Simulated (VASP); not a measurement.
# La (P6_3/mmc) in VASP: notebook, part 2 of 2

VASP 6.6.1. The steps go on from the part before.

### Step 5. Single point, revPBE (37.74 Å³/atom)

This run uses another cell than the first one, of 37.74 Å³/atom.

INCAR

```
SYSTEM = La
  ALGO = Normal
  EDIFF = 1E-6
  ENCUT = 520
  GGA = RE
  ISIF = 2
  ISMEAR = -1
  LASPH = .True.
  LCHARG = .True.
  LELF = .True.
  LREAL = .False.
  LVHAR = .True.
  LWAVE = .False.
  NBANDS = 18
  NELM = 100
  PREC = Accurate
  SIGMA = 0.1
```

KPOINTS

```
k-points
0
Gamma
  11 11 6
  0 0 0
```

POSCAR

```
La
1.0
    3.7867979233      0.0000000000      0.0000000000
   -1.8933989616      3.2794632006      0.0000000000
    0.0000000000      0.0000000000      6.0778296035
La
2
Direct
    0.3333333333      0.6666666667      0.2500000000
    0.6666666667      0.3333333333      0.7500000000
```

Potentials or basis: VASP PAW PBE potentials, release 64 (La).

On the command line:

```bash
$ cat potpaw_PBE.64/La/POTCAR > POTCAR
$ mpirun -np 1 vasp_std > vasp.out
```

OUTCAR:

```text
SYSTEM = La
   EDIFF = 1E-6
   ENCUT = 520
   GGA = RE
   ISIF = 2
   ISMEAR = -1
   LASPH = .True.
   LREAL = .False.
   NELM = 100
   PREC = Accurate

 ion  position               nearest neighbor table
   1  0.333  0.667  0.250-
   2  0.667  0.333  0.750-

  LATTYP: Found a hexagonal cell.
 ALAT       =     3.7867979233
 C/A-ratio  =     1.6050050007

  Lattice vectors:

 A1 = (   3.7867979233,   0.0000000000,   0.0000000000)
 A2 = (  -1.8933989616,   3.2794632006,   0.0000000000)
 A3 = (   0.0000000000,   0.0000000000,   6.0778296035)

Analysis of symmetry for initial positions (statically):
=====================================================================
 Subroutine PRICEL returns:
 Original cell was already a primitive cell.

 Routine SETGRP: Setting up the symmetry group for a
 hexagonal supercell.

 Subroutine GETGRP returns: Found 24 space group operations
 (whereof 12 operations were pure point group operations)
 out of a pool of 24 trial point group operations.

The static configuration has the point symmetry D_3d.
[... 158 lines left out ...]
  free energy    TOTEN  =        -9.22047926 eV

  energy without entropy =       -9.09241823  energy(sigma->0) =       -9.15644875

 E-fermi :   7.7684     XC(G=0):  -9.4334

 val. band max:        7.7516170827   @ k =   0.1818   0.1818   0.3333
 cond. band min:       7.7710202158   @ k =   0.1818   0.0909   0.0000
 fundamental gap:      0.0194031330
 Fermi energy:         7.7684397333

 k-point     1 :       0.0000    0.0000    0.0000
  band No.  band energies     occupation
      1     -25.1167      2.00000
      2     -24.9214      2.00000
      3      -9.4951      2.00000
      4      -8.3671      2.00000
      5      -8.3671      2.00000
      6      -8.1844      2.00000
[... 481 lines left out ...]
      5      -8.7169      2.00000
      6      -8.4937      2.00000
[... 10 lines left out ...]
     17       9.5308      0.00000
     18       9.5766      0.00000

 [... further k-points ...]

------------------------ aborting loop because EDIFF is reached ----------------------------------------

  FORCE on cell =-STRESS in cart. coord.  units (eV):
  Direction    XX          YY          ZZ          XY          YZ          ZX
  --------------------------------------------------------------------------------------
  -------------------------------------------------------------------------------------
  Total        0.4862141      0.4862141      0.5046100      0.0000000     -0.0000000     -0.0000000
  in kB       10.3208327     10.3208327     10.7113205      0.0000000     -0.0000000     -0.0000000
  external PRESSURE =      10.4509953 kB  Pullay stress =       0.0000000 kB

 VOLUME and BASIS-vectors are now :
 -----------------------------------------------------------------------------
  energy-cutoff  :      520.00
  volume of cell :       75.48
      direct lattice vectors                 reciprocal lattice vectors
     3.786797923  0.000000000  0.000000000     0.264075353  0.152463976  0.000000000
    -1.893398962  3.279463201  0.000000000     0.000000000  0.304927953  0.000000000
     0.000000000  0.000000000  6.077829603     0.000000000  0.000000000  0.164532418

 POSITION                                       TOTAL-FORCE (eV/Angst)
 -----------------------------------------------------------------------------------
     -0.00000      2.18631      1.51946         0.000000     -0.000000      0.000000
      1.89340      1.09315      4.55837        -0.000000      0.000000      0.000000
 -----------------------------------------------------------------------------------
    total drift:                               -0.000000      0.000000     -0.000000

  FREE ENERGIE OF THE ION-ELECTRON SYSTEM (eV)
  ---------------------------------------------------
  free  energy   TOTEN  =        -9.2204792579 eV

  energy  without entropy=       -9.0924182342  energy(sigma->0) =       -9.15644875
```

OSZICAR:

```text
N       E                     dE             d eps       ncg     rms          rms(c)
DAV:   1     0.254587765267E+03    0.25459E+03   -0.79966E+03  2304   0.165E+03
DAV:   2     0.279040748546E+02   -0.22668E+03   -0.22339E+03  3280   0.306E+02
DAV:   3    -0.567097904365E+01   -0.33575E+02   -0.32619E+02  3816   0.136E+02
DAV:   4    -0.889089740024E+01   -0.32199E+01   -0.31784E+01  4582   0.392E+01
DAV:   5    -0.913964689558E+01   -0.24875E+00   -0.24808E+00  3704   0.100E+01    0.331E+00
DAV:   6    -0.918571792136E+01   -0.46071E-01   -0.48439E-01  4606   0.491E+00    0.172E+00
DAV:   7    -0.920004132405E+01   -0.14323E-01   -0.10621E-01  3704   0.256E+00    0.579E-01
DAV:   8    -0.921328153900E+01   -0.13240E-01   -0.52753E-02  4608   0.170E+00    0.409E-01
DAV:   9    -0.920571337136E+01    0.75682E-02   -0.87059E-03  3640   0.717E-01    0.483E-01
DAV:  10    -0.922105150046E+01   -0.15338E-01   -0.32899E-02  4512   0.175E+00    0.297E-01
DAV:  11    -0.922056200526E+01    0.48950E-03   -0.18556E-03  4048   0.455E-01    0.742E-02
DAV:  12    -0.922053998046E+01    0.22025E-04   -0.36215E-04  4416   0.137E-01    0.545E-02
DAV:  13    -0.922048129210E+01    0.58688E-04   -0.12247E-04  3992   0.985E-02    0.164E-02
DAV:  14    -0.922047899457E+01    0.22975E-05   -0.30335E-05  4544   0.452E-02    0.622E-03
DAV:  15    -0.922047925793E+01   -0.26336E-06   -0.17124E-06  3536   0.103E-02
   1 F= -.92204793E+01 E0= -.91564487E+01  d E =-.128061E+00
```

stdout:

```text
POSCAR found type information on POSCAR La
 POSCAR found :  1 types and       2 ions
 scaLAPACK will be used
 -----------------------------------------------------------------------------
|                                                                             |
|                                                                             |
|     You enforced a specific xc type in the INCAR file but a different       |
|     I HOPE YOU KNOW WHAT YOU ARE DOING!                                     |
|                                                                             |
 -----------------------------------------------------------------------------

 LDA part: xc-table for (Slater+PW92), standard interpolation
 POSCAR, INCAR and KPOINTS ok, starting setup
 FFT: planning ... GRIDC
 FFT: planning ... GRID_SOFT
 FFT: planning ... GRID
 WAVECAR not read
 entering main loop
```

It took 50 s on 1 thread of Intel Xeon 6975P-C (Granite Rapids), shared host; peak memory 0.24 GiB.

What came out:

- Free energy: -9.2205 eV
- Pressure: 1.0 GPa
- Band gap on the k mesh: zero (bands 11 and 12 overlap by 1.46 eV)

Caveat: the PAW data sets were made with another functional, which shifts forces and pressure a little; spin-orbit coupling is left out, which moves the levels of the heavy elements.

### Step 6. The runs side by side

```csv
cell,k mesh,gap on the mesh (eV),pressure (GPa)
"a = 3.839, b = 3.839, c = 6.161 Å, angles 90.0, 90.0, 120.0°, 2 atoms",10 × 10 × 5,none,0.1
"a = 3.679, b = 3.679, c = 5.904 Å, angles 90.0, 90.0, 120.0°, 2 atoms",11 × 11 × 6,none,3.6
"a = 3.733, b = 3.733, c = 5.992 Å, angles 90.0, 90.0, 120.0°, 2 atoms",11 × 11 × 6,none,2.2
"a = 3.787, b = 3.787, c = 6.078 Å, angles 90.0, 90.0, 120.0°, 2 atoms",11 × 11 × 6,none,1.0
```

Alike in all rows: task single point; level revPBE; potentials or basis VASP PAW PBE potentials, release 64 (La); no spin polarisation; cutoff (eV) 520; smearing fermi-dirac 0.1 eV.

Caveats: the PAW data sets were made with another functional, which shifts forces and pressure a little; spin-orbit coupling is left out, which moves the levels of the heavy elements; the cell stands under pressure (at least some runs).

Total energies depend on the potentials used, so only differences within one code and one set of settings carry meaning.

The gap in the log of VASP goes by the Fermi energy; the results here count the filled bands.